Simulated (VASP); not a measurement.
PbS:

```
Pb S
1.0
     3.65366    0.00000    0.00000
     0.00000    3.65366    0.00000
     0.00000    0.00000    3.65366
Pb S
1 1
Cartesian
  0.0000 0.0000 0.0000
  1.8268 1.8268 1.8268
```

- Program: VASP 6.6.1
- Task: relaxation of cell and atoms
- Functional: revPBE
- Potentials or basis: VASP PAW PBE potentials, release 64 (Pb_d, S)
- Cutoff: 600 eV
- k mesh: 7 × 7 × 7
- Occupations: fermi-dirac, width 0.05 eV
- Spin: no spin polarisation

At the start: pressure 1.5 GPa; volume 24.39 Å³/atom.

Q: How do energy, volume and symmetry change on relaxing?

A: Over 3 steps the energy falls by 3.1 meV/atom and the volume is 25.06 Å³/atom (+2.8 %); space group Pm-3m (No. 221, to 0.05 Å).

The path:
| step | energy change (eV) | largest force (eV/Å) | pressure (GPa) | volume (Å³) |
| --- | --- | --- | --- | --- |
| 1 | 0.0000 | 0.0000 | 1.47 | 48.77 |
| 2 | -0.0059 | 0.0000 | -0.25 | 50.38 |
| 3 | -0.0061 | 0.0000 | 0.01 | 50.13 |

Final structure:
```cif
data_structure
_symmetry_space_group_name_H-M 'P 1'
_symmetry_Int_Tables_number 1
_cell_length_a 3.6871
_cell_length_b 3.6871
_cell_length_c 3.6871
_cell_angle_alpha 90.000
_cell_angle_beta 90.000
_cell_angle_gamma 90.000
_cell_volume 50.13
loop_
_atom_site_label
_atom_site_type_symbol
_atom_site_fract_x
_atom_site_fract_y
_atom_site_fract_z
_atom_site_occupancy
Pb1 Pb 0.00000 0.00000 0.00000 1
S1 S 0.50000 0.50000 0.50000 1
```

Caveat: the PAW data sets were made with another functional, which shifts forces and pressure a little.
